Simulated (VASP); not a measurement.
# Pt (R-3m) in VASP: a series of runs, part 2 of 2

VASP 6.6.1. Earlier steps stand in the parts before.

## Step 4: Single point, LDA (16.10 Å³/atom)

Contents of INCAR:

```
SYSTEM = Pt
PREC = Accurate
ENCUT = 520
EDIFF = 1E-7
ISMEAR = 0
SIGMA = 0.15
LREAL = .False.
LASPH = .True.
NELM = 60
ALGO = Fast
ISIF = 2
LWAVE = .False.
LCHARG = .False.
NBANDS = 11
```

Contents of KPOINTS:

```
Automatic mesh
0
Gamma
  22 22 22
  0 0 0
```

Contents of POSCAR:

```
Pt
1.0
   -1.8015107167      1.5976729998      1.5976729998
    1.5976729998     -1.8015107167      1.5976729998
    1.5976729998      1.5976729998     -1.8015107167
Pt
1
Direct
    0.0000000000      0.0000000000      0.0000000000
```

Command:

```
cat potpaw_LDA.64/Pt/POTCAR > POTCAR
mpirun -np 1 vasp_std > vasp.out
```

Run time: 68 s. Hardware: 1 thread of Intel Xeon 6975P-C (Granite Rapids), shared host; peak memory 0.29 GiB.

The run converged. Its results:

```
Free energy            : -6.8663 eV
Pressure               : -0.8 GPa
Band gap on the k mesh : zero (bands 5 and 6 overlap by 3.61 eV)
```

Stress tensor (GPa, compression positive):
```
-0.83 25.07 25.07
25.07 -0.83 25.07
25.07 25.07 -0.83
```

Levels at points of the mesh, in eV from the Fermi level:
| k point | band 1 | band 2 | band 3 | band 4 | band 5 | band 6 | band 7 | band 8 | band 9 | band 10 |
| --- | --- | --- | --- | --- | --- | --- | --- | --- | --- | --- |
| (0.00, 0.00, 0.00) | -9.48 | -5.63 | -3.09 | -3.09 | -0.34 | -0.34 | 14.88 | 17.20 | 17.20 | 26.32 |
| (0.50, 0.00, 0.00) | -6.43 | -4.70 | -1.57 | -1.54 | 0.99 | 1.42 | 8.72 | 12.61 | 15.06 | 21.84 |
| (0.50, 0.50, 0.00) | -7.25 | -5.59 | -0.58 | -0.24 | -0.18 | 0.64 | 4.37 | 11.71 | 19.20 | 22.05 |
| (0.50, 0.50, 0.50) | -6.22 | -6.22 | -0.32 | -0.32 | 1.75 | 7.77 | 7.77 | 8.02 | 13.70 | 18.62 |

Caveat: spin-orbit coupling is left out, which moves the levels of the heavy elements.

## Step 5: Single point, LDA (14.32 Å³/atom)

This run uses another cell than the first one, of 14.32 Å³/atom.

Contents of INCAR:

```
PREC = Accurate ; ENCUT = 520
EDIFF = 1E-7 ; ISMEAR = 0
SIGMA = 0.15 ; LREAL = False
LASPH = True ; NELM = 80
ALGO = Fast ; ISIF = 2
LWAVE = False ; LCHARG = False
NBANDS = 11
```

Contents of KPOINTS:

```
regular mesh
0
Gamma
  22 22 22
```

Contents of POSCAR:

```
Pt
1.0
   -0.9143794839      1.5944356357      1.5944356357
    1.5944356357     -0.9143794839      1.5944356357
    1.5944356357      1.5944356357     -0.9143794839
Pt
1
Direct
    0.0000000000      0.0000000000      0.0000000000
```

Potentials or basis: VASP PAW LDA potentials, release 64 (Pt).

Command:

```
cat potpaw_LDA.64/Pt/POTCAR > POTCAR
mpirun -np 1 vasp_std > vasp.out
```

OUTCAR:

```text
PREC = Accurate
   ENCUT = 520
   EDIFF = 1E-7
   ISMEAR = 0
   LREAL = False
   LASPH = True
   NELM = 80
   ISIF = 2

 ion  position               nearest neighbor table
   1  0.000  0.000  0.000-

  LATTYP: Found a trigonal (rhomboedric) cell.
 ALAT       =     2.4332159447
 COS(alpha) =    -0.0631046292

  Lattice vectors:

 A1 = (  -0.9143794839,   1.5944356357,   1.5944356357)
 A2 = (   1.5944356357,  -0.9143794839,   1.5944356357)
 A3 = (   1.5944356357,   1.5944356357,  -0.9143794839)

Analysis of symmetry for initial positions (statically):
=====================================================================
 Subroutine PRICEL returns:
 Original cell was already a primitive cell.

 Routine SETGRP: Setting up the symmetry group for a
 trigonal (rhombohedral) supercell.

 Subroutine GETGRP returns: Found 12 space group operations
 (whereof 12 operations were pure point group operations)
 out of a pool of 12 trial point group operations.

The static configuration has the point symmetry D_3d.

Analysis of symmetry for dynamics (positions and initial velocities):
=====================================================================
 Subroutine PRICEL returns:
[... 160 lines left out ...]
 fundamental gap:      0.0037602206
 Fermi energy:        12.2296826753

 k-point     1 :       0.0000    0.0000    0.0000
  band No.  band energies     occupation
      1       1.4866      2.00000
      2       4.4217      2.00000
      3       4.4217      2.00000
      4      12.5715      0.00127
      5      12.7803      0.00000
      6      12.7803      0.00000
      7      28.1051      0.00000
      8      28.1051      0.00000
      9      29.7033      0.00000
     10      36.0547      0.00000
     11      38.8120      0.00000
[... 309 lines left out ...]
 k-point    24 :      -0.4545    0.0455    0.0000
  band No.  band energies     occupation
      1       4.5444      2.00000
      2       5.2224      2.00000
      3       9.0846      2.00000
      4       9.7974      2.00000
      5      11.0836      2.00000
      6      12.9509      0.00000
      7      18.5481      0.00000
      8      28.7005      0.00000
      9      32.8933      0.00000
     10      34.0601      0.00000
     11      36.6243      0.00000

 [... further k-points ...]
[... 5 lines left out ...]
  --------------------------------------------------------------------------------------
  -------------------------------------------------------------------------------------
  Total        5.4510260      5.4510260      5.4510260     -0.1120150     -0.1120150     -0.1120150
  in kB      610.0524047    610.0524047    610.0524047    -12.5361790    -12.5361790    -12.5361790
  external PRESSURE =     610.0524047 kB  Pullay stress =       0.0000000 kB

 VOLUME and BASIS-vectors are now :
 -----------------------------------------------------------------------------
  energy-cutoff  :      520.00
  volume of cell :       14.32
      direct lattice vectors                 reciprocal lattice vectors
    -0.914379484  1.594435636  1.594435636    -0.119176806  0.279417731  0.279417731
     1.594435636 -0.914379484  1.594435636     0.279417731 -0.119176806  0.279417731
     1.594435636  1.594435636 -0.914379484     0.279417731  0.279417731 -0.119176806

 POSITION                                       TOTAL-FORCE (eV/Angst)
 -----------------------------------------------------------------------------------
      0.00000      0.00000      0.00000         0.000000     -0.000000      0.000000
 -----------------------------------------------------------------------------------
    total drift:                                0.000000      0.000000      0.000000

  FREE ENERGIE OF THE ION-ELECTRON SYSTEM (eV)
  ---------------------------------------------------
  free  energy   TOTEN  =        -6.5406948640 eV

  energy  without entropy=       -6.5298958454  energy(sigma->0) =       -6.53529535
```

stdout:

```text
POSCAR found type information on POSCAR Pt
 POSCAR found :  1 types and       1 ions
 scaLAPACK will be used
 LDA part: xc-table for (Slater(with rela. corr.)+CA(PZ))
 , standard interpolation
 POSCAR, INCAR and KPOINTS ok, starting setup
 FFT: planning ... GRIDC
 FFT: planning ... GRID_SOFT
 FFT: planning ... GRID
 WAVECAR not read
 entering main loop
```

Run time: 58 s. Hardware: 1 thread of Intel Xeon 6975P-C (Granite Rapids), shared host; peak memory 0.26 GiB.

What came out:

```
Free energy            : -6.5407 eV
Pressure               : 61.0 GPa
Band gap on the k mesh : zero (bands 5 and 6 overlap by 4.50 eV)
```

Levels at points of the mesh, in eV from the Fermi level:
```tsv
k point	band 1	band 2	band 3	band 4	band 5	band 6	band 7	band 8	band 9	band 10
(0.00, 0.00, 0.00)	-10.74	-7.81	-7.81	0.34	0.55	0.55	15.88	15.88	17.47	23.83
(0.50, 0.00, 0.00)	-7.71	-7.06	-2.59	-2.43	-1.56	0.80	6.14	16.24	20.34	22.07
(0.50, 0.50, 0.00)	-8.28	-6.35	-2.15	-1.78	2.84	3.75	5.46	12.39	15.65	21.82
(0.50, 0.50, 0.50)	-7.16	-7.16	-6.24	3.04	3.04	8.70	10.81	10.81	13.86	20.66
```

Caveat: the cell stands under pressure; spin-orbit coupling is left out, which moves the levels of the heavy elements.

## Step 6: Single point, LDA (14.32 Å³/atom)

This run uses another cell than the first one, of 14.32 Å³/atom.

Contents of INCAR:

```
PREC = Accurate
ENCUT = 520
EDIFF = 1E-6
ISMEAR = 0
SIGMA = 0.15
LREAL = False
LASPH = True
NELM = 100
ALGO = Fast
ISIF = 2
LWAVE = False
LCHARG = False
GGA = CA
NBANDS = 11
```

Contents of KPOINTS:

```
Automatic mesh
0
Gamma
  22 22 22
```

Contents of POSCAR:

```
Pt
1.0
   -1.7321699635      1.5361780289      1.5361780289
    1.5361780289     -1.7321699635      1.5361780289
    1.5361780289      1.5361780289     -1.7321699635
Pt
1
Direct
    0.0000000000      0.0000000000      0.0000000000
```

Potentials or basis: VASP PAW LDA potentials, release 64 (Pt).

Command:

```
cat potpaw_LDA.64/Pt/POTCAR > POTCAR
mpirun -np 1 vasp_std > vasp.out
```

OUTCAR:

```text
PREC = Accurate
   ENCUT = 520
   EDIFF = 1E-6
   ISMEAR = 0
   LREAL = False
   LASPH = True
   NELM = 100
   ISIF = 2
   GGA = CA

 ion  position               nearest neighbor table
   1  0.000  0.000  0.000-

  LATTYP: Found a trigonal (rhomboedric) cell.
 ALAT       =     2.7785065513
 COS(alpha) =    -0.3836738462

  Lattice vectors:

 A1 = (  -1.7321699635,   1.5361780289,   1.5361780289)
 A2 = (   1.5361780289,  -1.7321699635,   1.5361780289)
 A3 = (   1.5361780289,   1.5361780289,  -1.7321699635)

Analysis of symmetry for initial positions (statically):
=====================================================================
 Subroutine PRICEL returns:
 Original cell was already a primitive cell.

 Routine SETGRP: Setting up the symmetry group for a
 trigonal (rhombohedral) supercell.

 Subroutine GETGRP returns: Found 12 space group operations
 (whereof 12 operations were pure point group operations)
 out of a pool of 12 trial point group operations.

The static configuration has the point symmetry D_3d.

Analysis of symmetry for dynamics (positions and initial velocities):
=====================================================================
 Subroutine PRICEL returns:
 Original cell was already a primitive cell.

 Routine SETGRP: Setting up the symmetry group for a
 trigonal (rhombohedral) supercell.

 Subroutine GETGRP returns: Found 12 space group operations
 (whereof 12 operations were pure point group operations)
 out of a pool of 12 trial point group operations.

The dynamic configuration has the point symmetry D_3d.

 Subroutine INISYM returns: Found 12 space group operations
 (whereof 12 operations are pure point group operations),
 and found     1 'primitive' translations

----------------------------------------------------------------------------------------

                                     Primitive cell

  volume of cell :      14.3160

[... 107 lines left out ...]
  volume/ion in A,a.u.               =      14.32        96.61
  Fermi-wavevector in a.u.,A,eV,Ry     =   1.452561  2.744942 28.707373  2.109932
  Thomas-Fermi vector in A             =   2.569928
   LORBIT       =      0    0 simple, 1 ext, 2 COOP (PROOUT), +10 PAW based schemes
   GGA     = CA    functional components
   LHFCALC =     F    Hartree Fock is set to
   AEXX    =    0.0000 exact exchange contribution
   IVDW    =     0    specifies the selected vdW correction
   LEPSILON=     F    determine dielectric tensor
   LRPA    =     F    only Hartree local field effects (RPA)
 non-spin polarized calculation
 RMM-DIIS sequential band-by-band and
 Gauss-broadening in eV      SIGMA  =   0.15
  energy-cutoff  :      520.00
  volume of cell :       14.32
 maximum number of plane-waves:       405
 NGX is ok and might be reduce to    24
   NGX = 11   NGY = 11   NGZ = 11

 number of electron      10.0000000 magnetization

 Free energy of the ion-electron system (eV)
  ---------------------------------------------------
  ext. energy  EPLUGINS =         0.00000000
  ---------------------------------------------------
  free energy    TOTEN  =        -6.67955095 eV

  energy without entropy =       -6.66577181  energy(sigma->0) =       -6.67266138

 E-fermi :  12.0888     XC(G=0): -13.9397

 val. band max:       12.0886081252   @ k =   0.5000   0.2727   0.1818
 cond. band min:      12.0933627957   @ k =   0.4545   0.4091   0.0909
 fundamental gap:      0.0047546705
 Fermi energy:        12.0887624064

 k-point     1 :       0.0000    0.0000    0.0000
  band No.  band energies     occupation
      1       1.3504      2.00000
      2       5.4104      2.00000
      3       8.3309      2.00000
      4       8.3309      2.00000
      5      11.6623      1.99994
      6      11.6623      1.99994
      7      26.7166      0.00000
      8      29.5236      0.00000
      9      29.5236      0.00000
     10      40.0666      0.00000
     11      40.0677      0.00000
[... 309 lines left out ...]
 k-point    24 :      -0.4545    0.0455   -0.0000
  band No.  band energies     occupation
      1       4.5551      2.00000
      2       6.5790      2.00000
      3       9.8786      2.00000
      4      10.2415      2.00000
      5      12.3816      0.00577
      6      12.9184      0.00000
      7      22.6421      0.00000
      8      24.9531      0.00000
      9      28.9673      0.00000
     10      35.2193      0.00000
     11      37.2458      0.00000

 [... further k-points ...]
[... 5 lines left out ...]
  --------------------------------------------------------------------------------------
  -------------------------------------------------------------------------------------
  Total        3.4428034      3.4428034      3.4428034      3.7182442      3.7182442      3.7182442
  in kB      385.3018725    385.3018725    385.3018725    416.1278637    416.1278637    416.1278637
  external PRESSURE =     385.3018725 kB  Pullay stress =       0.0000000 kB

 VOLUME and BASIS-vectors are now :
 -----------------------------------------------------------------------------
  energy-cutoff  :      520.00
  volume of cell :       14.32
      direct lattice vectors                 reciprocal lattice vectors
    -1.732169964  1.536178029  1.536178029     0.044745030  0.350710001  0.350710001
     1.536178029 -1.732169964  1.536178029     0.350710001  0.044745030  0.350710001
     1.536178029  1.536178029 -1.732169964     0.350710001  0.350710001  0.044745030

 POSITION                                       TOTAL-FORCE (eV/Angst)
 -----------------------------------------------------------------------------------
      0.00000      0.00000      0.00000         0.000000      0.000000      0.000000
 -----------------------------------------------------------------------------------
    total drift:                                0.000000      0.000000     -0.000000

  FREE ENERGIE OF THE ION-ELECTRON SYSTEM (eV)
  ---------------------------------------------------
  free  energy   TOTEN  =        -6.6795509506 eV

  energy  without entropy=       -6.6657718091  energy(sigma->0) =       -6.67266138
```

OSZICAR:

```text
N       E                     dE             d eps       ncg     rms          rms(c)
DAV:   1     0.400922479168E+02    0.40092E+02   -0.54111E+03 22944   0.849E+02
DAV:   2    -0.641072482736E+01   -0.46503E+02   -0.44795E+02 25864   0.181E+02
DAV:   3    -0.702286331162E+01   -0.61214E+00   -0.60821E+00 26421   0.197E+01
DAV:   4    -0.702523977556E+01   -0.23765E-02   -0.23763E-02 25932   0.143E+00
DAV:   5    -0.702525751248E+01   -0.17737E-04   -0.17737E-04 26478   0.114E-01    0.172E+01
RMM:   6    -0.673194078209E+01    0.29332E+00   -0.23731E-01 22665   0.414E+00    0.946E+00
RMM:   7    -0.668406618145E+01    0.47875E-01   -0.57447E-02 24000   0.215E+00    0.263E+00
RMM:   8    -0.667954371869E+01    0.45225E-02   -0.82128E-03 24606   0.836E-01    0.317E-01
RMM:   9    -0.667954261031E+01    0.11084E-05   -0.54209E-04 26902   0.185E-01    0.780E-02
RMM:  10    -0.667955016606E+01   -0.75558E-05   -0.83878E-05 26669   0.682E-02    0.678E-02
RMM:  11    -0.667955302705E+01   -0.28610E-05   -0.20933E-05 27100   0.315E-02    0.190E-02
RMM:  12    -0.667955081681E+01    0.22102E-05   -0.82493E-06 25110   0.230E-02    0.661E-03
RMM:  13    -0.667955095061E+01   -0.13380E-06   -0.13531E-06 19144   0.785E-03
   1 F= -.66795510E+01 E0= -.66726614E+01  d E =-.137791E-01
```

It took 55 s on 1 thread of Intel Xeon 6975P-C (Granite Rapids), shared host; peak memory 0.27 GiB.

Results:

* Free energy: -6.6796 eV
* Pressure: 38.5 GPa
* Band gap on the k mesh: zero (bands 5 and 6 overlap by 4.44 eV)

Stress tensor (GPa, compression positive):
```
38.53 41.61 41.61
41.61 38.53 41.61
41.61 41.61 38.53
```

Levels at points of the mesh, in eV from the Fermi level:
| k point | band 2 | band 3 | band 4 | band 5 | band 6 | band 7 | band 8 | band 9 |
| --- | --- | --- | --- | --- | --- | --- | --- | --- |
| (0.00, 0.00, 0.00) | -6.68 | -3.76 | -3.76 | -0.43 | -0.43 | 14.63 | 17.43 | 17.43 |
| (0.50, 0.00, 0.00) | -5.67 | -1.90 | -1.86 | 1.17 | 1.24 | 10.09 | 12.47 | 16.20 |
| (0.50, 0.50, 0.00) | -6.73 | -1.10 | -0.29 | -0.20 | 0.81 | 5.18 | 11.98 | 19.88 |
| (0.50, 0.50, 0.50) | -7.51 | -0.37 | -0.37 | 2.15 | 7.86 | 7.86 | 8.73 | 15.65 |

Caveat: the cell stands under pressure; spin-orbit coupling is left out, which moves the levels of the heavy elements.

## Step 7: Summary

```tsv
cell	further INCAR settings	gap on the mesh (eV)	pressure (GPa)
a = 2.531 Å, angles 86.0°, 1 atom	ALGO = Fast; EDIFF = 1e-07; NBANDS = 11	none	13.5
a = 3.048 Å, angles 114.8°, 1 atom	ALGO = Fast; EDIFF = 1e-06; NBANDS = 11	none	56.2
a = 2.890 Å, angles 112.6°, 1 atom	ALGO = Fast; EDIFF = 1e-07; NBANDS = 11	none	-0.8
a = 2.433 Å, angles 93.6°, 1 atom	ALGO = Fast; EDIFF = 1e-07; NBANDS = 11	none	61.0
a = 2.779 Å, angles 112.6°, 1 atom	ALGO = Fast; EDIFF = 1e-06; NBANDS = 11	none	38.5
```

Alike in all rows: task single point; level LDA; potentials or basis VASP PAW LDA potentials, release 64 (Pt); no spin polarisation; k mesh 22 × 22 × 22; cutoff (eV) 520; smearing gaussian 0.15 eV.

Caveats: spin-orbit coupling is left out, which moves the levels of the heavy elements; the cell stands under pressure (at least some runs).

Absolute energies hang on the potentials; compare differences alone.
